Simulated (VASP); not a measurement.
# Rb (Im-3m) in VASP: notebook

Rb is run at these levels: PBEsol; tasks: single point, relaxation of cell and atoms.

Everything below comes from runs of VASP 6.6.1. Logs are shortened: lines on timing, memory, paths and dates and some standing lists are left out, and cuts for length are marked.

## 1. The cell of the first run

It takes space group Im-3m (No. 229, cubic). Conventional cell: a = 5.557 Å, b = 5.557 Å, c = 5.557 Å, α = 90.00°, β = 90.00°, γ = 90.00°.

## 2. Single point, PBEsol

INCAR reads:

```
SYSTEM = Rb
PREC = Accurate ; ENCUT = 520
EDIFF = 1E-6 ; ISMEAR = -1
SIGMA = 0.02 ; LREAL = .False.
LASPH = .True. ; NELM = 80
ALGO = Normal ; ISIF = 2
LWAVE = .False. ; LCHARG = .True.
GGA = PS ; LELF = .True.
LVHAR = .True. ; NBANDS = 10
```

KPOINTS reads:

```
Automatic mesh
0
Gamma
  5 5 5
  0 0 0
```

POSCAR reads:

```
Rb
1.0
   -2.7786867135      2.7786867135      2.7786867135
    2.7786867135     -2.7786867135      2.7786867135
    2.7786867135      2.7786867135     -2.7786867135
Rb
1
Direct
    0.0000000000      0.0000000000      0.0000000000
```

Potentials or basis: VASP PAW PBE potentials, release 64 (Rb_sv).

Started as:

```
cat potpaw_PBE.64/Rb_sv/POTCAR > POTCAR
mpirun -np 1 vasp_std > vasp.out
```

OUTCAR:

```text
SYSTEM = Rb
   PREC = Accurate
   ENCUT = 520
   EDIFF = 1E-6
   ISMEAR = -1
   LREAL = .False.
   LASPH = .True.
   NELM = 80
   ISIF = 2
   GGA = PS

 ion  position               nearest neighbor table
   1  0.000  0.000  0.000-

  LATTYP: Found a body centered cubic cell.
 ALAT       =     5.5573734270

  Lattice vectors:

 A1 = (  -2.7786867135,   2.7786867135,   2.7786867135)
 A2 = (   2.7786867135,  -2.7786867135,   2.7786867135)
 A3 = (   2.7786867135,   2.7786867135,  -2.7786867135)

Analysis of symmetry for initial positions (statically):
=====================================================================
 Subroutine PRICEL returns:
 Original cell was already a primitive cell.

 Routine SETGRP: Setting up the symmetry group for a
 body centered cubic supercell.

 Subroutine GETGRP returns: Found 48 space group operations
 (whereof 48 operations were pure point group operations)
 out of a pool of 48 trial point group operations.

The static configuration has the point symmetry O_h .

Analysis of symmetry for dynamics (positions and initial velocities):
=====================================================================
 Subroutine PRICEL returns:
 Original cell was already a primitive cell.

 Routine SETGRP: Setting up the symmetry group for a
 body centered cubic supercell.

 Subroutine GETGRP returns: Found 48 space group operations
 (whereof 48 operations were pure point group operations)
 out of a pool of 48 trial point group operations.

The dynamic configuration has the point symmetry O_h .

 Subroutine INISYM returns: Found 48 space group operations
 (whereof 48 operations are pure point group operations),
 and found     1 'primitive' translations

----------------------------------------------------------------------------------------

                                     Primitive cell

  volume of cell :      85.8181

  direct lattice vectors                    reciprocal lattice vectors
    -2.778686713  2.778686713  2.778686713     0.000000000  0.179941120  0.179941120
     2.778686713 -2.778686713  2.778686713     0.179941120  0.000000000  0.179941120
     2.778686713  2.778686713 -2.778686713     0.179941120  0.179941120  0.000000000

  length of vectors
     4.812826566  4.812826566  4.812826566     0.254475173  0.254475173  0.254475173

  position of ions in fractional coordinates (direct lattice)
     0.000000000  0.000000000  0.000000000

  ion indices of the primitive-cell ions
   primitive index   ion index
                 1           1

----------------------------------------------------------------------------------------

 KPOINTS: Automatic mesh

Automatic generation of k-mesh.
 Grid dimensions read from file:
 generate k-points for:    5    5    5

 Generating k-lattice:

  Cartesian coordinates                     Fractional coordinates (reciprocal lattice)
     0.000000000  0.035988224  0.035988224     0.200000000  0.000000000  0.000000000
     0.035988224  0.000000000  0.035988224     0.000000000  0.200000000  0.000000000
     0.035988224  0.035988224  0.000000000     0.000000000  0.000000000  0.200000000

  Length of vectors
     0.050895035  0.050895035  0.050895035

  Shift w.r.t. Gamma in fractional coordinates (k-lattice)
     0.000000000  0.000000000  0.000000000

 Subroutine IBZKPT returns following result:
 ===========================================

 Found     10 irreducible k-points:

 Following reciprocal coordinates:
            Coordinates               Weight
  0.000000  0.000000  0.000000      1.000000
  0.200000  0.000000  0.000000     12.000000
  0.400000  0.000000  0.000000     12.000000
  0.200000  0.200000  0.000000     24.000000
  0.400000  0.200000  0.000000     24.000000
  0.200000  0.200000  0.200000      8.000000
 -0.200000  0.200000  0.200000      6.000000
 -0.400000  0.400000  0.200000     24.000000
 -0.400000 -0.400000  0.200000      8.000000
 -0.400000  0.400000  0.400000      6.000000
   k-points           NKPTS =     10   k-points in BZ     NKDIM =     10   number of bands    NBANDS=     10
   number of dos      NEDOS =    301   number of ions     NIONS =      1
   total plane-waves  NPLWV =  46656
   dimension x,y,z NGX =    36 NGY =   36 NGZ =   36
   dimension x,y,z NGXF=    72 NGYF=   72 NGZF=   72
   ions per type =               1
   NGX,Y,Z   is equivalent  to a cutoff of  12.44, 12.44, 12.44 a.u.
   NGXF,Y,Z  is equivalent  to a cutoff of  24.87, 24.87, 24.87 a.u.
 SYSTEM =  Rb
   PREC   = accura    normal or accurate (medium, high low for compatibility)
   ISTART =      0    job   : 0-new  1-cont  2-samecut
   ICHARG =      2    charge: 1-file 2-atom 10-const
   ISPIN  =      1    spin polarized calculation?
   LNONCOLLINEAR =      F non collinear calculations
   LSORBIT =      F    spin-orbit coupling
   LASPH  =      T    aspherical Exc in radial PAW
   ENCUT  =  520.0 eV  38.22 Ry    6.18 a.u.   8.95  8.95  8.95*2*pi/ulx,y,z
   NELM   =     80;   NELMIN=  2; NELMDL= -5     # of ELM steps
   EDIFF  = 0.1E-05   stopping-criterion for ELM
   LREAL  =      F    real-space projection
   EDIFFG = 0.1E-04   stopping-criterion for IOM
   NSW    =      0    number of steps for IOM
   IBRION =     -1    ionic relax: 0-MD 1-quasi-New 2-CG
   NFREE  =      0    steps in history (QN), initial steepest desc. (CG)
   ISIF   =      2    stress and relaxation
   ISYM   =      2    0-nonsym 1-usesym 2-fastsym
   POTIM  = 0.5000    time-step for ionic-motion
   TEBEG  =    0.0;   TEEND  =   0.0 temperature during run
   PSTRESS=    0.0 pullay stress
   NELECT =       9.0000    total number of electrons
   NUPDOWN=      -1.0000    fix difference up-down
   EMIN   =  10.00;   EMAX   =-10.00  energy-range for DOS
   EFERMI =   0.00;   METHOD = LEGACY
   ISMEAR =    -1;   SIGMA  =   0.02  broadening in eV -4-tet -1-fermi 0-gaus
   EFERMI_NEDOS =   21; number of points for ismear=-14 and -15
   IALGO  =     38    algorithm
   IMIX   =      4    mixing-type and parameters
     AMIX     =   0.40;   BMIX     =  1.00
     AMIX_MAG =   1.60;   BMIX_MAG =  1.00
  volume/ion in A,a.u.               =      85.82       579.13
  Fermi-wavevector in a.u.,A,eV,Ry     =   0.772022  1.458909  8.109307  0.596017
  Thomas-Fermi vector in A             =   1.873564
   LORBIT       =      0    0 simple, 1 ext, 2 COOP (PROOUT), +10 PAW based schemes
   GGA     = PS    functional components
   LHFCALC =     F    Hartree Fock is set to
   AEXX    =    0.0000 exact exchange contribution
   IVDW    =     0    specifies the selected vdW correction
   LEPSILON=     F    determine dielectric tensor
   LRPA    =     F    only Hartree local field effects (RPA)
 non-spin polarized calculation
  energy-cutoff  :      520.00
  volume of cell :       85.82
 maximum number of plane-waves:      2342
   NGX = 17   NGY = 17   NGZ = 17

 number of electron       9.0000000 magnetization

 Free energy of the ion-electron system (eV)
  ---------------------------------------------------
  ext. energy  EPLUGINS =         0.00000000
  ---------------------------------------------------
  free energy    TOTEN  =        -1.02645560 eV

  energy without entropy =       -1.02168566  energy(sigma->0) =       -1.02407063

 E-fermi :   0.1466     XC(G=0):  -5.6686

 val. band max:       -0.2409119350   @ k =   0.4000   0.0000   0.0000
 cond. band min:       0.1623920294   @ k =  -0.4000   0.4000   0.2000
 fundamental gap:      0.4033039644
 Fermi energy:         0.1466228823

 k-point     1 :       0.0000    0.0000    0.0000
  band No.  band energies     occupation
      1     -28.7484      2.00000
      2     -12.7887      2.00000
      3     -12.7887      2.00000
      4     -12.7887      2.00000
      5      -1.9770      2.00000
      6       3.8113      0.00000
      7       3.8113      0.00000
      8       3.8113      0.00000
      9       4.7994      0.00000
     10       4.7994      0.00000

 k-point     2 :       0.2000    0.0000    0.0000
  band No.  band energies     occupation
      1     -28.7465      2.00000
      2     -12.8304      2.00000
      3     -12.8023      2.00000
      4     -12.7887      2.00000
      5      -1.4910      2.00000
      6       2.9609      0.00000
      7       3.2937      0.00000
      8       4.2736      0.00000
      9       4.5517      0.00000
     10       4.7040      0.00000

 k-point     3 :       0.4000    0.0000    0.0000
  band No.  band energies     occupation
      1     -28.7433      2.00000
      2     -12.8959      2.00000
      3     -12.8241      2.00000
      4     -12.7888      2.00000
      5      -0.2409      2.00000
      6       1.4425      0.00000
      7       2.7476      0.00000
      8       4.5767      0.00000
      9       5.0038      0.00000
     10       5.5686      0.00000

 k-point     4 :       0.2000    0.2000    0.0000
  band No.  band energies     occupation
      1     -28.7439      2.00000
      2     -12.8741      2.00000
      3     -12.8207      2.00000
      4     -12.7978      2.00000
      5      -0.6052      2.00000
      6       2.1128      0.00000
      7       2.5366      0.00000
      8       4.4605      0.00000
      9       4.6953      0.00000
     10       5.3280      0.00000

 k-point     5 :       0.4000    0.2000    0.0000
  band No.  band energies     occupation
      1     -28.7423      2.00000
      2     -12.8923      2.00000
      3     -12.8434      2.00000
      4     -12.8003      2.00000
      5       0.6853      0.00000
      6       0.9982      0.00000
      7       2.1335      0.00000
      8       4.1623      0.00000
      9       5.1421      0.00000
     10       5.2787      0.00000

 k-point     6 :       0.2000    0.2000    0.2000
  band No.  band energies     occupation
      1     -28.7427      2.00000
      2     -12.8768      2.00000
      3     -12.8273      2.00000
      4     -12.8273      2.00000
      5       0.5481      0.00000
      6       1.6910      0.00000
      7       1.6910      0.00000
      8       3.4713      0.00000
      9       5.4451      0.00000
     10       5.4451      0.00000

 k-point     7 :      -0.2000    0.2000    0.2000
  band No.  band energies     occupation
      1     -28.7447      2.00000
      2     -12.8358      2.00000
      3     -12.8166      2.00000
      4     -12.8166      2.00000
      5      -1.0302      2.00000
      6       2.8904      0.00000
      7       3.2597      0.00000
      8       3.2597      0.00000
      9       4.4145      0.00000
     10       5.3224      0.00000

 k-point     8 :      -0.4000    0.4000    0.2000
  band No.  band energies     occupation
      1     -28.7418      2.00000
      2     -12.8858      2.00000
      3     -12.8396      2.00000
      4     -12.8190      2.00000
      5       0.1624      0.62500
      6       1.5890      0.00000
      7       2.9837      0.00000
      8       3.1930      0.00000
      9       4.6069      0.00000
     10       5.5245      0.00000

 k-point     9 :      -0.4000   -0.4000    0.2000
  band No.  band energies     occupation
      1     -28.7404      2.00000
      2     -12.8750      2.00000
      3     -12.8750      2.00000
      4     -12.8258      2.00000
      5       1.2266      0.00000
      6       1.2266      0.00000
      7       1.8799      0.00000
      8       4.0959      0.00000
      9       4.0959      0.00000
     10       5.2746      0.00000

 k-point    10 :      -0.4000    0.4000    0.4000
  band No.  band energies     occupation
      1     -28.7392      2.00000
      2     -12.8716      2.00000
      3     -12.8644      2.00000
      4     -12.8644      2.00000
      5       0.9763      0.00000
      6       1.4825      0.00000
      7       3.2626      0.00000
      8       3.3394      0.00000
      9       3.3394      0.00000
     10       5.8620      0.00000

------------------------ aborting loop because EDIFF is reached ----------------------------------------

  FORCE on cell =-STRESS in cart. coord.  units (eV):
  Direction    XX          YY          ZZ          XY          YZ          ZX
  --------------------------------------------------------------------------------------
  -------------------------------------------------------------------------------------
  Total        0.0023032      0.0023032      0.0023032      0.0000000      0.0000000     -0.0000000
  in kB        0.0430003      0.0430003      0.0430003      0.0000000      0.0000000     -0.0000000
  external PRESSURE =       0.0430003 kB  Pullay stress =       0.0000000 kB

 VOLUME and BASIS-vectors are now :
 -----------------------------------------------------------------------------
  energy-cutoff  :      520.00
  volume of cell :       85.82
      direct lattice vectors                 reciprocal lattice vectors
    -2.778686713  2.778686713  2.778686713     0.000000000  0.179941120  0.179941120
     2.778686713 -2.778686713  2.778686713     0.179941120  0.000000000  0.179941120
     2.778686713  2.778686713 -2.778686713     0.179941120  0.179941120  0.000000000

 POSITION                                       TOTAL-FORCE (eV/Angst)
 -----------------------------------------------------------------------------------
      0.00000      0.00000      0.00000         0.000000     -0.000000      0.000000
 -----------------------------------------------------------------------------------
    total drift:                               -0.000000      0.000000      0.000000

  FREE ENERGIE OF THE ION-ELECTRON SYSTEM (eV)
  ---------------------------------------------------
  free  energy   TOTEN  =        -1.0264556025 eV

  energy  without entropy=       -1.0216856588  energy(sigma->0) =       -1.02407063
```

It took 6.9 s on 1 thread of Intel Xeon 8259CL, shared host; peak memory 0.19 GiB.

What came out:

```
Free energy            : -1.0265 eV
Pressure               : 0.0 GPa
Band gap on the k mesh : zero (an odd number of electrons rules out a gap without spin polarisation)
```

Caveat: the PAW data sets were made with another functional, which shifts forces and pressure a little.

## 3. Relaxation of cell and atoms, PBEsol

This run uses another cell than the first one, of 88.04 Å³/atom.

INCAR reads:

```
PREC = Accurate ; ENCUT = 600
EDIFF = 1E-6 ; ISMEAR = -1
SIGMA = 0.02 ; LREAL = F
LASPH = T ; NELM = 80
ALGO = Normal ; ISIF = 3
LWAVE = F ; LCHARG = F
GGA = PS ; IBRION = 2
NSW = 60 ; EDIFFG = -0.02
```

KPOINTS reads:

```
regular mesh
0
Gamma
  5 5 5
```

POSCAR reads:

```
Rb
1.0
   -2.8025000000      2.8025000000      2.8025000000
    2.8025000000     -2.8025000000      2.8025000000
    2.8025000000      2.8025000000     -2.8025000000
Rb
1
Direct
    0.0000000000      0.0000000000      0.0000000000
```

Potentials or basis: VASP PAW PBE potentials, release 64 (Rb_sv).

Started as:

```
cat potpaw_PBE.64/Rb_sv/POTCAR > POTCAR
mpirun -np 1 vasp_std > vasp.out
```

Run time: 32 s. Hardware: 1 thread of Intel Xeon 8259CL, shared host; peak memory 0.23 GiB.

Results (log left out):

```
Free energy                           : -1.0264 eV
Relaxed volume                        : 86.18 Å³/atom
Relaxed cell                          : a = 4.820 Å, b = 4.820 Å, c = 4.820 Å, α = 109.47°, β = 109.47°, γ = 109.47°
Space group after relaxing (to 0.1 Å) : Im-3m (No. 229)
Energy gained by relaxing             : 0.5 meV/atom
Ionic steps                           : 3
Pressure after relaxing               : 0.0 GPa
Band gap on the k mesh                : zero (an odd number of electrons rules out a gap without spin polarisation)
```

Step by step:
```
step  energy change (eV)  largest force (eV/Å)  pressure (GPa)  volume (Å³)
   1              0.0000                0.0000           -0.07        88.04
   2             -0.0002                0.0000           -0.06        87.57
   3             -0.0005                0.0000           -0.02        86.18
```

Final structure:
```yaml
crystal:
  lattice:
    - [-2.78257, 2.78257, 2.78257]
    - [2.78257, -2.78257, 2.78257]
    - [2.78257, 2.78257, -2.78257]
  atoms:
    - { symbol: Rb, position: [0.00000, 0.00000, 0.00000] }
```

Levels at points of the mesh, in eV from the Fermi level:
| k point | band 1 | band 2 | band 3 | band 4 | band 5 | band 6 | band 7 | band 8 |
| --- | --- | --- | --- | --- | --- | --- | --- | --- |
| (0.00, 0.00, 0.00) | -28.90 | -12.94 | -12.94 | -12.94 | -2.12 | 3.66 | 3.66 | 3.66 |

Caveat: the PAW data sets were made with another functional, which shifts forces and pressure a little.
